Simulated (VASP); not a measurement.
# NiBi (P6_3/mmc) in VASP: single point with LDA

Aim: the single point of NiBi with LDA.

Program: VASP 6.6.1. These are calculated values, not measurements. Logs are shortened: lines on timing, memory, paths and dates and some standing lists are left out, and cuts for length are marked.

### 1 The cell of the first run

The structure is hexagonal, space group P6_3/mmc (No. 194). The conventional cell has a = 4.118 Å, b = 4.118 Å, c = 5.244 Å, α = 90.00°, β = 90.00°, γ = 120.00°. Within 3.5 Å of Ni (site symmetry -3m) lie 2 Ni at 2.62 Å and 6 Bi at 2.71 Å. Within 3.6 Å of Bi (site symmetry -6m2) lie 6 Ni at 2.71 Å and 6 Bi at 3.54 Å.

### 2 Single point, LDA, collinear spin, zero start

File INCAR:

```
SYSTEM = NiBi
PREC = Accurate
ENCUT = 520
EDIFF = 1E-6
ISMEAR = -1
SIGMA = 0.05
LREAL = .FALSE.
LASPH = .TRUE.
NELM = 150
ALGO = Normal
ISIF = 2
LWAVE = .FALSE.
LCHARG = .TRUE.
ISPIN = 2
MAGMOM = 0 0 0 0
LORBIT = 11
NUPDOWN = 0.0
LMAXMIX = 4
LELF = .TRUE.
LVHAR = .TRUE.
NBANDS = 37
```

File KPOINTS:

```
regular mesh
0
G
  6 6 4
  0 0 0
```

File POSCAR:

```
NiBi
1.0
    4.1179380000      0.0000000000      0.0000000000
   -2.0589690000      3.5662390000      0.0000000000
    0.0000000000      0.0000000000      5.2438100000
Ni Bi
2 2
Direct
    0.0000000000      0.0000000000      0.5000000000
    0.0000000000      0.0000000000      0.0000000000
    0.3333333333      0.6666666667      0.2500000000
    0.6666666667      0.3333333333      0.7500000000
```

Potentials or basis: VASP PAW LDA potentials, release 64 (Ni, Bi_d).

Command:

```
$ cat potpaw_LDA.64/Ni/POTCAR potpaw_LDA.64/Bi_d/POTCAR > POTCAR
$ mpirun -np 1 vasp_std > vasp.out
```

OUTCAR:

```text
SYSTEM = NiBi
   PREC = Accurate
   ENCUT = 520
   EDIFF = 1E-6
   ISMEAR = -1
   LREAL = .FALSE.
   LASPH = .TRUE.
   NELM = 150
   ISIF = 2
   ISPIN = 2
   LORBIT = 11
   NUPDOWN = 0.0

 ion  position               nearest neighbor table
   1  0.000  0.000  0.500-   2 2.62   2 2.62   4 2.71   3 2.71   4 2.71   3 2.71   4 2.71   3 2.71

   2  0.000  0.000  0.000-   1 2.62   1 2.62   4 2.71   3 2.71   4 2.71   3 2.71   4 2.71   3 2.71

   3  0.333  0.667  0.250-   1 2.71   2 2.71   1 2.71   2 2.71   1 2.71   2 2.71   4 3.54   4 3.54
                             4 3.54   4 3.54   4 3.54   4 3.54
   4  0.667  0.333  0.750-   1 2.71   2 2.71   1 2.71   2 2.71   1 2.71   2 2.71   3 3.54   3 3.54
                             3 3.54   3 3.54   3 3.54   3 3.54

  LATTYP: Found a hexagonal cell.
 ALAT       =     4.1179380000
 C/A-ratio  =     1.2734067390

  Lattice vectors:

 A1 = (   4.1179380000,   0.0000000000,   0.0000000000)
 A2 = (  -2.0589690000,   3.5662390000,   0.0000000000)
 A3 = (   0.0000000000,   0.0000000000,   5.2438100000)

Analysis of symmetry for initial positions (statically):
=====================================================================
 Subroutine PRICEL returns:
 Original cell was already a primitive cell.

 Routine SETGRP: Setting up the symmetry group for a
 hexagonal supercell.

 Subroutine GETGRP returns: Found 24 space group operations
 (whereof 12 operations were pure point group operations)
 out of a pool of 24 trial point group operations.

The static configuration has the point symmetry D_3d.
 The point group associated with its full space group is D_6h.

Analysis of symmetry for dynamics (positions and initial velocities):
=====================================================================
 Subroutine PRICEL returns:
 Original cell was already a primitive cell.

 Routine SETGRP: Setting up the symmetry group for a
 hexagonal supercell.

 Subroutine GETGRP returns: Found 24 space group operations
 (whereof 12 operations were pure point group operations)
 out of a pool of 24 trial point group operations.

The dynamic configuration has the point symmetry D_3d.
 The point group associated with its full space group is D_6h.

Analysis of structural, dynamic, and magnetic symmetry:
=====================================================================
 Subroutine PRICEL returns:
 Original cell was already a primitive cell.

 Routine SETGRP: Setting up the symmetry group for a
 hexagonal supercell.

 Subroutine GETGRP returns: Found 24 space group operations
 (whereof 12 operations were pure point group operations)
 out of a pool of 24 trial point group operations.

The overall configuration has the point symmetry D_3d.
 The point group associated with its full space group is D_6h.

 Subroutine INISYM returns: Found 24 space group operations
 (whereof 12 operations are pure point group operations),
 and found     1 'primitive' translations

----------------------------------------------------------------------------------------

                                     Primitive cell

  volume of cell :      77.0082

  direct lattice vectors                    reciprocal lattice vectors
     4.117938000  0.000000000  0.000000000     0.242839984  0.140203727  0.000000000
    -2.058969000  3.566239000  0.000000000     0.000000000  0.280407454  0.000000000
     0.000000000  0.000000000  5.243810000     0.000000000  0.000000000  0.190701036

  length of vectors
     4.117938000  4.117938070  5.243810000     0.280407459  0.280407454  0.190701036

  position of ions in fractional coordinates (direct lattice)
     0.000000000  0.000000000  0.500000000
     0.000000000  0.000000000  0.000000000
     0.333333333  0.666666667  0.250000000
     0.666666667  0.333333333  0.750000000

  ion indices of the primitive-cell ions
   primitive index   ion index
                 1           1
                 2           2
                 3           3
                 4           4

----------------------------------------------------------------------------------------

 KPOINTS: regular mesh

Automatic generation of k-mesh.
 Grid dimensions read from file:
 generate k-points for:    6    6    4

 Generating k-lattice:

  Cartesian coordinates                     Fractional coordinates (reciprocal lattice)
     0.040473331  0.023367288  0.000000000     0.166666667 -0.000000000  0.000000000
     0.000000000  0.046734576  0.000000000     0.000000000  0.166666667  0.000000000
     0.000000000  0.000000000  0.047675259     0.000000000  0.000000000  0.250000000

  Length of vectors
     0.046734577  0.046734576  0.047675259

  Shift w.r.t. Gamma in fractional coordinates (k-lattice)
     0.000000000  0.000000000  0.000000000

 Subroutine IBZKPT returns following result:
 ===========================================

 Found     21 irreducible k-points:

 Following reciprocal coordinates:
            Coordinates               Weight
  0.000000  0.000000  0.000000      1.000000
  0.166667  0.000000  0.000000      6.000000
  0.333333  0.000000  0.000000      6.000000
  0.500000  0.000000  0.000000      3.000000
  0.166667  0.166667  0.000000      6.000000
  0.333333  0.166667  0.000000     12.000000
[... 13 lines left out ...]
  0.333333  0.166667  0.500000     12.000000
  0.333333  0.333333  0.500000      2.000000
   k-points           NKPTS =     21   k-points in BZ     NKDIM =     21   number of bands    NBANDS=     37
   number of dos      NEDOS =    301   number of ions     NIONS =      4
   total plane-waves  NPLWV =  40960
   dimension x,y,z NGX =    32 NGY =   32 NGZ =   40
   dimension x,y,z NGXF=    64 NGYF=   64 NGZF=   80
   ions per type =               2   2
   NGX,Y,Z   is equivalent  to a cutoff of  12.92, 12.92, 12.68 a.u.
   NGXF,Y,Z  is equivalent  to a cutoff of  25.84, 25.84, 25.36 a.u.
 SYSTEM =  NiBi
   PREC   = accura    normal or accurate (medium, high low for compatibility)
   ISTART =      0    job   : 0-new  1-cont  2-samecut
   ICHARG =      2    charge: 1-file 2-atom 10-const
   ISPIN  =      2    spin polarized calculation?
   LNONCOLLINEAR =      F non collinear calculations
   LSORBIT =      F    spin-orbit coupling
   LASPH  =      T    aspherical Exc in radial PAW
   ENCUT  =  520.0 eV  38.22 Ry    6.18 a.u.   7.66  7.66  9.75*2*pi/ulx,y,z
   NELM   =    150;   NELMIN=  2; NELMDL= -5     # of ELM steps
   EDIFF  = 0.1E-05   stopping-criterion for ELM
   LREAL  =      F    real-space projection
   EDIFFG = 0.1E-04   stopping-criterion for IOM
   NSW    =      0    number of steps for IOM
   IBRION =     -1    ionic relax: 0-MD 1-quasi-New 2-CG
   NFREE  =      0    steps in history (QN), initial steepest desc. (CG)
   ISIF   =      2    stress and relaxation
   ISYM   =      2    0-nonsym 1-usesym 2-fastsym
   POTIM  = 0.5000    time-step for ionic-motion
   TEBEG  =    0.0;   TEEND  =   0.0 temperature during run
   PSTRESS=    0.0 pullay stress
   NELECT =      50.0000    total number of electrons
   NUPDOWN=       0.0000    fix difference up-down
   EMIN   =  10.00;   EMAX   =-10.00  energy-range for DOS
   EFERMI =   0.00;   METHOD = LEGACY
   ISMEAR =    -1;   SIGMA  =   0.05  broadening in eV -4-tet -1-fermi 0-gaus
   EFERMI_NEDOS =   21; number of points for ismear=-14 and -15
   IALGO  =     38    algorithm
   IMIX   =      4    mixing-type and parameters
     AMIX     =   0.40;   BMIX     =  1.00
     AMIX_MAG =   1.60;   BMIX_MAG =  1.00
  volume/ion in A,a.u.               =      19.25       129.92
  Fermi-wavevector in a.u.,A,eV,Ry     =   1.417596  2.678868 27.341969  2.009578
  Thomas-Fermi vector in A             =   2.538809
   LORBIT       =     11    0 simple, 1 ext, 2 COOP (PROOUT), +10 PAW based schemes
   GGA     = CA    functional components
   LHFCALC =     F    Hartree Fock is set to
   AEXX    =    0.0000 exact exchange contribution
   IVDW    =     0    specifies the selected vdW correction
   LEPSILON=     F    determine dielectric tensor
   LRPA    =     F    only Hartree local field effects (RPA)
 spin polarized calculation
  energy-cutoff  :      520.00
  volume of cell :       77.01
 maximum number of plane-waves:      2108
 NGX is ok and might be reduce to    32
   NGX = 15   NGY = 15   NGZ = 19

 number of electron      49.9999988 magnetization      -0.0000000

 number of electron      49.9999988 magnetization       0.0000000

 Free energy of the ion-electron system (eV)
  ---------------------------------------------------
  ext. energy  EPLUGINS =         0.00000000
  ---------------------------------------------------
  free energy    TOTEN  =       -22.53748658 eV

  energy without entropy =      -22.51135669  energy(sigma->0) =      -22.52442164

 E-fermi :   8.9448     XC(G=0): -11.7595

 val. band max:        8.9431342592   @ k =   0.5000   0.0000   0.2500
 cond. band min:       8.9863081715   @ k =   0.1667   0.0000   0.0000
 fundamental gap:      0.0431739123
 Fermi energy:         8.9448062821

 spin component 1

 k-point     1 :       0.0000    0.0000    0.0000
  band No.  band energies     occupation
      1     -13.7798      1.00000
      2     -13.7798      1.00000
      3     -13.7387      1.00000
      4     -13.6986      1.00000
      5     -13.6986      1.00000
      6     -13.6946      1.00000
[... 829 lines left out ...]
     36      17.9435      0.00000
     37      19.0377      0.00000
 Fermi energy:         8.9448137394

 spin component 2

 k-point     1 :       0.0000    0.0000    0.0000
  band No.  band energies     occupation
      1     -13.7798      1.00000
      2     -13.7798      1.00000
      3     -13.7387      1.00000
      4     -13.6986      1.00000
      5     -13.6986      1.00000
      6     -13.6946      1.00000
[... 829 lines left out ...]
     36      17.9435      0.00000
     37      19.0377      0.00000

------------------------ aborting loop because EDIFF is reached ----------------------------------------

  FORCE on cell =-STRESS in cart. coord.  units (eV):
  Direction    XX          YY          ZZ          XY          YZ          ZX
  --------------------------------------------------------------------------------------
  -------------------------------------------------------------------------------------
  Total       -2.2002968     -2.2002969     -2.4315658     -0.0000000      0.0000000     -0.0000000
  in kB      -45.7777728    -45.7777749    -50.5893865     -0.0000000      0.0000000     -0.0000000
  external PRESSURE =     -47.3816447 kB  Pullay stress =       0.0000000 kB

 VOLUME and BASIS-vectors are now :
 -----------------------------------------------------------------------------
  energy-cutoff  :      520.00
  volume of cell :       77.01
      direct lattice vectors                 reciprocal lattice vectors
     4.117938000  0.000000000  0.000000000     0.242839984  0.140203727  0.000000000
    -2.058969000  3.566239000  0.000000000     0.000000000  0.280407454  0.000000000
     0.000000000  0.000000000  5.243810000     0.000000000  0.000000000  0.190701036

 POSITION                                       TOTAL-FORCE (eV/Angst)
 -----------------------------------------------------------------------------------
      0.00000      0.00000      2.62190         0.000000     -0.000000      0.000000
      0.00000      0.00000      0.00000         0.000000     -0.000000      0.000000
     -0.00000      2.37749      1.31095        -0.000000     -0.000000      0.000000
      2.05897      1.18875      3.93286         0.000000      0.000000     -0.000000
 -----------------------------------------------------------------------------------
    total drift:                                0.000000     -0.000000      0.000000

  FREE ENERGIE OF THE ION-ELECTRON SYSTEM (eV)
  ---------------------------------------------------
  free  energy   TOTEN  =       -22.5374865832 eV

  energy  without entropy=      -22.5113566890  energy(sigma->0) =      -22.52442164

 total charge

# of ion       s       p       d       tot
------------------------------------------
    1        0.441   0.387   8.473   9.301
    2        0.441   0.387   8.473   9.301
    3        1.485   1.438   9.958  12.880
    4        1.485   1.438   9.958  12.880
--------------------------------------------------
tot          3.851   3.649  36.861  44.362

 magnetization (x)

# of ion       s       p       d       tot
------------------------------------------
    1       -0.000  -0.000   0.000   0.000
    2       -0.000  -0.000   0.000   0.000
    3        0.000  -0.000  -0.000  -0.000
    4        0.000  -0.000  -0.000  -0.000
--------------------------------------------------
tot          0.000  -0.000   0.000   0.000
```

It took 68 s on 1 thread of AMD EPYC 9R14 (Zen 4), shared host; peak memory 0.2 GiB.

What came out:

* Free energy: -22.5375 eV
* Pressure: -4.7 GPa
* Net moment: 0.00 μB per cell
* Valence electrons inside the program's atomic spheres: Ni 9.30; Bi 12.88

Caveat: spin-orbit coupling is left out, which moves the levels of the heavy elements; the total moment is fixed, so each spin has its own Fermi level.
